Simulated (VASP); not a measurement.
Crystal: Y4I.

```
CELL_PARAMETERS angstrom
-3.29814 3.29814 3.29814
3.29814 -3.29814 3.29814
3.29814 3.29814 -3.29814
ATOMIC_POSITIONS crystal
Y 0.00000 0.00000 0.50000
Y 0.00000 0.50000 0.00000
Y 0.50000 0.00000 0.00000
Y 0.50000 0.50000 0.50000
I 0.00000 0.00000 0.00000
```

The cell was built from a structure type or drawn by symmetry, and may not be a known phase.

- Program: VASP 6.6.1
- Task: relaxation of cell and atoms
- Functional: PBE
- Potentials or basis: VASP PAW PBE potentials, release 64 (Y_sv, I)
- Cutoff: 600 eV
- k mesh: 4 × 4 × 4
- Occupations: gaussian, width 0.1 eV
- Spin: no spin polarisation

At the start: pressure 11.7 GPa; volume 28.70 Å³/atom.

Task: How do energy, volume and symmetry change on relaxing?

Result: Over 3 steps the energy falls by 203.2 meV/atom and the volume is 35.34 Å³/atom (+23.1 %); space group Im-3m (No. 229, to 0.1 Å) before and after.

Step by step:
```
step  energy change (eV)  largest force (eV/Å)  pressure (GPa)  volume (Å³)
   1              0.0000                0.0000           11.75       143.50
   2             -0.9070                0.0000           -2.30       191.81
   3             -1.0162                0.0000            0.15       176.72
```

Final structure:
```
CELL_PARAMETERS angstrom
-3.53515 3.53515 3.53515
3.53515 -3.53515 3.53515
3.53515 3.53515 -3.53515
ATOMIC_POSITIONS crystal
Y 0.00000 0.00000 0.50000
Y 0.00000 0.50000 0.00000
Y 0.50000 0.00000 0.00000
Y 0.50000 0.50000 0.50000
I 0.00000 0.00000 0.00000
```

Caveat: the volume moved by over 15 % at a fixed basis, so the end points are rough; an odd number of electrons without spin polarisation forces a metal; a magnetic or distorted state may lie lower.
